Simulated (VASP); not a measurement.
# TePb (Fm-3m) in VASP: a series of runs

The runs below take TePb through single point, with revPBE, BLYP+D3(BJ), PBE+D4.

Everything below comes from runs of VASP 6.6.1. Logs are shortened: lines on timing, memory, paths and dates and some standing lists are left out, and cuts for length are marked.

## 1. The cell of the first run

Symmetry: Fm-3m, No. 225, cubic system. The conventional cell has a = 6.419 Å, b = 6.419 Å, c = 6.419 Å, α = 90.00°, β = 90.00°, γ = 90.00°. Within 4.2 Å of Pb (site symmetry m-3m) lie 6 Te at 3.21 Å. Within 4.2 Å of Te (site symmetry m-3m) lie 6 Pb at 3.21 Å.

## 2. Single point, revPBE

Contents of INCAR:

```
SYSTEM = TePb
  PREC = Accurate
  ENCUT = 520
  EDIFF = 1E-6
  ISMEAR = -1
  SIGMA = 0.05
  LREAL = .False.
  LASPH = .True.
  NELM = 60
  ALGO = Normal
  ISIF = 2
  LWAVE = .False.
  LCHARG = .False.
  GGA = RE
  NBANDS = 17
```

Contents of KPOINTS:

```
regular mesh
0
Gamma
  7 7 7
  0 0 0
```

Contents of POSCAR:

```
TePb
1.0
    0.0000000000      3.2093147829      3.2093147829
    3.2093147829      0.0000000000      3.2093147829
    3.2093147829      3.2093147829      0.0000000000
Pb Te
1 1
Direct
    0.0000000000      0.0000000000      0.0000000000
    0.5000000000      0.5000000000      0.5000000000
```

Potentials or basis: VASP PAW PBE potentials, release 64 (Pb_d, Te).

Started as:

```bash
cat potpaw_PBE.64/Pb_d/POTCAR potpaw_PBE.64/Te/POTCAR > POTCAR
mpirun -np 1 vasp_std > vasp.out
```

OUTCAR:

```text
SYSTEM = TePb
   PREC = Accurate
   ENCUT = 520
   EDIFF = 1E-6
   ISMEAR = -1
   LREAL = .False.
   LASPH = .True.
   NELM = 60
   ISIF = 2
   GGA = RE

 ion  position               nearest neighbor table
   1  0.000  0.000  0.000-   2 3.21   2 3.21   2 3.21   2 3.21   2 3.21   2 3.21
   2  0.500  0.500  0.500-   1 3.21   1 3.21   1 3.21   1 3.21   1 3.21   1 3.21

  LATTYP: Found a face centered cubic cell.
 ALAT       =     6.4186295658

  Lattice vectors:

 A1 = (   0.0000000000,   3.2093147829,   3.2093147829)
 A2 = (   3.2093147829,   0.0000000000,   3.2093147829)
 A3 = (   3.2093147829,   3.2093147829,   0.0000000000)

Analysis of symmetry for initial positions (statically):
=====================================================================
 Subroutine PRICEL returns:
 Original cell was already a primitive cell.

 Routine SETGRP: Setting up the symmetry group for a
 face centered cubic supercell.

 Subroutine GETGRP returns: Found 48 space group operations
[... 9 lines left out ...]

 Routine SETGRP: Setting up the symmetry group for a
 face centered cubic supercell.

 Subroutine GETGRP returns: Found 48 space group operations
[... 11 lines left out ...]
                                     Primitive cell

  volume of cell :      66.1100

  direct lattice vectors                    reciprocal lattice vectors
     0.000000000  3.209314783  3.209314783    -0.155796497  0.155796497  0.155796497
     3.209314783  0.000000000  3.209314783     0.155796497 -0.155796497  0.155796497
     3.209314783  3.209314783  0.000000000     0.155796497  0.155796497 -0.155796497

  length of vectors
     4.538656492  4.538656492  4.538656492     0.269847448  0.269847448  0.269847448

  position of ions in fractional coordinates (direct lattice)
     0.000000000  0.000000000  0.000000000
     0.500000000  0.500000000  0.500000000

  ion indices of the primitive-cell ions
   primitive index   ion index
                 1           1
                 2           2

----------------------------------------------------------------------------------------

 KPOINTS: regular mesh

Automatic generation of k-mesh.
 Grid dimensions read from file:
 generate k-points for:    7    7    7

 Generating k-lattice:

  Cartesian coordinates                     Fractional coordinates (reciprocal lattice)
    -0.022256642  0.022256642  0.022256642     0.142857143  0.000000000  0.000000000
     0.022256642 -0.022256642  0.022256642     0.000000000  0.142857143  0.000000000
     0.022256642  0.022256642 -0.022256642     0.000000000  0.000000000  0.142857143

  Length of vectors
     0.038549635  0.038549635  0.038549635

  Shift w.r.t. Gamma in fractional coordinates (k-lattice)
     0.000000000  0.000000000  0.000000000

 Subroutine IBZKPT returns following result:
 ===========================================

 Found     20 irreducible k-points:

 Following reciprocal coordinates:
            Coordinates               Weight
  0.000000  0.000000  0.000000      1.000000
  0.142857  0.000000  0.000000      8.000000
  0.285714  0.000000  0.000000      8.000000
  0.428571  0.000000  0.000000      8.000000
  0.142857  0.142857  0.000000      6.000000
  0.285714  0.142857  0.000000     24.000000
[... 12 lines left out ...]
 -0.428571  0.428571  0.142857     24.000000
 -0.285714  0.428571  0.142857     24.000000
   k-points           NKPTS =     20   k-points in BZ     NKDIM =     20   number of bands    NBANDS=     17
   number of dos      NEDOS =    301   number of ions     NIONS =      2
   total plane-waves  NPLWV =  46656
   dimension x,y,z NGX =    36 NGY =   36 NGZ =   36
   dimension x,y,z NGXF=    72 NGYF=   72 NGZF=   72
   ions per type =               1   1
   NGX,Y,Z   is equivalent  to a cutoff of  13.19, 13.19, 13.19 a.u.
   NGXF,Y,Z  is equivalent  to a cutoff of  26.37, 26.37, 26.37 a.u.
 SYSTEM =  TePb
   PREC   = accura    normal or accurate (medium, high low for compatibility)
   ISTART =      0    job   : 0-new  1-cont  2-samecut
   ICHARG =      2    charge: 1-file 2-atom 10-const
   ISPIN  =      1    spin polarized calculation?
   LNONCOLLINEAR =      F non collinear calculations
   LSORBIT =      F    spin-orbit coupling
   LASPH  =      T    aspherical Exc in radial PAW
   ENCUT  =  520.0 eV  38.22 Ry    6.18 a.u.   8.44  8.44  8.44*2*pi/ulx,y,z
   NELM   =     60;   NELMIN=  2; NELMDL= -5     # of ELM steps
   EDIFF  = 0.1E-05   stopping-criterion for ELM
   LREAL  =      F    real-space projection
   EDIFFG = 0.1E-04   stopping-criterion for IOM
   NSW    =      0    number of steps for IOM
   IBRION =     -1    ionic relax: 0-MD 1-quasi-New 2-CG
   NFREE  =      0    steps in history (QN), initial steepest desc. (CG)
   ISIF   =      2    stress and relaxation
   ISYM   =      2    0-nonsym 1-usesym 2-fastsym
   POTIM  = 0.5000    time-step for ionic-motion
   TEBEG  =    0.0;   TEEND  =   0.0 temperature during run
   PSTRESS=    0.0 pullay stress
   NELECT =      20.0000    total number of electrons
   NUPDOWN=      -1.0000    fix difference up-down
   EMIN   =  10.00;   EMAX   =-10.00  energy-range for DOS
   EFERMI =   0.00;   METHOD = LEGACY
   ISMEAR =    -1;   SIGMA  =   0.05  broadening in eV -4-tet -1-fermi 0-gaus
   EFERMI_NEDOS =   21; number of points for ismear=-14 and -15
   IALGO  =     38    algorithm
   IMIX   =      4    mixing-type and parameters
     AMIX     =   0.40;   BMIX     =  1.00
     AMIX_MAG =   1.60;   BMIX_MAG =  1.00
  volume/ion in A,a.u.               =      33.05       223.07
  Fermi-wavevector in a.u.,A,eV,Ry     =   1.098995  2.076800 16.432991  1.207791
  Thomas-Fermi vector in A             =   2.235382
   LORBIT       =      0    0 simple, 1 ext, 2 COOP (PROOUT), +10 PAW based schemes
   GGA     = RE    functional components
   LHFCALC =     F    Hartree Fock is set to
   AEXX    =    0.0000 exact exchange contribution
   IVDW    =     0    specifies the selected vdW correction
   LEPSILON=     F    determine dielectric tensor
   LRPA    =     F    only Hartree local field effects (RPA)
 non-spin polarized calculation
  energy-cutoff  :      520.00
  volume of cell :       66.11
 maximum number of plane-waves:      1807
 NGX is ok and might be reduce to    36
   NGX = 17   NGY = 17   NGZ = 17

 number of electron      20.0000000 magnetization

 Free energy of the ion-electron system (eV)
  ---------------------------------------------------
  ext. energy  EPLUGINS =         0.00000000
  ---------------------------------------------------
  free energy    TOTEN  =        -6.84755679 eV

  energy without entropy =       -6.84755456  energy(sigma->0) =       -6.84755567

 E-fermi :   6.3884     XC(G=0):  -9.3023

 val. band max:        5.8754191640   @ k =   0.4286   0.0000   0.0000
 cond. band min:       6.8928310103   @ k =   0.4286   0.0000   0.0000
 fundamental gap:      1.0174118463
 Fermi energy:         6.3883884757

 k-point     1 :       0.0000    0.0000    0.0000
  band No.  band energies     occupation
      1     -10.8293      2.00000
      2     -10.8293      2.00000
      3     -10.8212      2.00000
      4     -10.8212      2.00000
      5     -10.8212      2.00000
      6      -6.2035      2.00000
[... 9 lines left out ...]
     16      11.7334      0.00000
     17      13.3387      0.00000

 k-point     2 :       0.1429    0.0000    0.0000
  band No.  band energies     occupation
      1     -10.8321      2.00000
      2     -10.8321      2.00000
      3     -10.8206      2.00000
      4     -10.8180      2.00000
      5     -10.8180      2.00000
      6      -6.0241      2.00000
[... 9 lines left out ...]
     16      12.1177      0.00000
     17      14.6755      0.00000

 k-point     3 :       0.2857    0.0000    0.0000
  band No.  band energies     occupation
      1     -10.8392      2.00000
      2     -10.8392      2.00000
      3     -10.8196      2.00000
      4     -10.8100      2.00000
      5     -10.8100      2.00000
      6      -5.5157      2.00000
[... 9 lines left out ...]
     16      13.1509      0.00000
     17      16.9177      0.00000

 k-point     4 :       0.4286    0.0000    0.0000
  band No.  band energies     occupation
      1     -10.8451      2.00000
      2     -10.8451      2.00000
      3     -10.8189      2.00000
      4     -10.8033      2.00000
      5     -10.8033      2.00000
      6      -4.8636      2.00000
[... 9 lines left out ...]
     16      14.6689      0.00000
     17      16.0938      0.00000

 k-point     5 :       0.1429    0.1429    0.0000
  band No.  band energies     occupation
      1     -10.8385      2.00000
      2     -10.8271      2.00000
      3     -10.8232      2.00000
      4     -10.8162      2.00000
      5     -10.8162      2.00000
      6      -5.9644      2.00000
[... 9 lines left out ...]
     16      12.7770      0.00000
     17      14.1416      0.00000

 k-point     6 :       0.2857    0.1429    0.0000
  band No.  band energies     occupation
      1     -10.8483      2.00000
      2     -10.8297      2.00000
      3     -10.8228      2.00000
      4     -10.8111      2.00000
      5     -10.8086      2.00000
      6      -5.5667      2.00000
[... 9 lines left out ...]
     16      13.8289      0.00000
     17      15.4586      0.00000
[... 201 lines left out ...]
 k-point    17 :       0.4286    0.2857    0.1429
  band No.  band energies     occupation
      1     -10.8589      2.00000
      2     -10.8312      2.00000
      3     -10.8220      2.00000
      4     -10.8050      2.00000
      5     -10.8049      2.00000
      6      -5.1084      2.00000
[... 9 lines left out ...]
     16      14.9429      0.00000
     17      15.7106      0.00000

 k-point    18 :      -0.4286    0.2857    0.1429
  band No.  band energies     occupation
      1     -10.8643      2.00000
      2     -10.8358      2.00000
      3     -10.8163      2.00000
      4     -10.8077      2.00000
      5     -10.7994      2.00000
      6      -4.5719      2.00000
[... 9 lines left out ...]
     16      15.3763      0.00000
     17      16.4270      0.00000

 k-point    19 :      -0.4286    0.4286    0.1429
  band No.  band energies     occupation
      1     -10.8826      2.00000
      2     -10.8257      2.00000
      3     -10.8245      2.00000
      4     -10.8013      2.00000
      5     -10.7948      2.00000
      6      -4.4606      2.00000
[... 9 lines left out ...]
     16      16.2003      0.00000
     17      16.9345      0.00000

 k-point    20 :      -0.2857    0.4286    0.1429
  band No.  band energies     occupation
      1     -10.8758      2.00000
      2     -10.8317      2.00000
      3     -10.8164      2.00000
      4     -10.8088      2.00000
      5     -10.7949      2.00000
      6      -4.3228      2.00000
[... 9 lines left out ...]
     16      16.2957      0.00000
     17      16.8091      0.00000

------------------------ aborting loop because EDIFF is reached ----------------------------------------

  FORCE on cell =-STRESS in cart. coord.  units (eV):
  Direction    XX          YY          ZZ          XY          YZ          ZX
  --------------------------------------------------------------------------------------
  -------------------------------------------------------------------------------------
  Total        1.7187794      1.7187794      1.7187794      0.0000000      0.0000000     -0.0000000
  in kB       41.6546787     41.6546787     41.6546787      0.0000000      0.0000000     -0.0000000
  external PRESSURE =      41.6546787 kB  Pullay stress =       0.0000000 kB

 VOLUME and BASIS-vectors are now :
 -----------------------------------------------------------------------------
  energy-cutoff  :      520.00
  volume of cell :       66.11
      direct lattice vectors                 reciprocal lattice vectors
     0.000000000  3.209314783  3.209314783    -0.155796497  0.155796497  0.155796497
     3.209314783  0.000000000  3.209314783     0.155796497 -0.155796497  0.155796497
     3.209314783  3.209314783  0.000000000     0.155796497  0.155796497 -0.155796497

 POSITION                                       TOTAL-FORCE (eV/Angst)
 -----------------------------------------------------------------------------------
      0.00000      0.00000      0.00000        -0.000000     -0.000000     -0.000000
      3.20931      3.20931      3.20931         0.000000      0.000000      0.000000
 -----------------------------------------------------------------------------------
    total drift:                               -0.000000      0.000000      0.000000

  FREE ENERGIE OF THE ION-ELECTRON SYSTEM (eV)
  ---------------------------------------------------
  free  energy   TOTEN  =        -6.8475567865 eV

  energy  without entropy=       -6.8475545626  energy(sigma->0) =       -6.84755567
```

Wall time 62 s (1 thread of AMD EPYC 7R13, shared host); peak memory 0.18 GiB.

What came out:

| Item | Value |
| --- | --- |
| Free energy | -6.8476 eV |
| Pressure | 4.2 GPa |

Levels at points of the mesh, in eV from the Fermi level:
```tsv
k point	band 7	band 8	band 9	band 10	band 11	band 12	band 13	band 14
(0.00, 0.00, 0.00)	-5.93	-1.85	-1.85	-1.85	3.71	3.71	3.71	5.35
```

Caveat: this odd mesh misses L, where the gap lies, so gap, dielectric constants and Born charges aren't listed; the PAW data sets were made with another functional, which shifts forces and pressure a little; spin-orbit coupling is left out, which moves the levels of the heavy elements.

(Continued in part 2 of 2.)
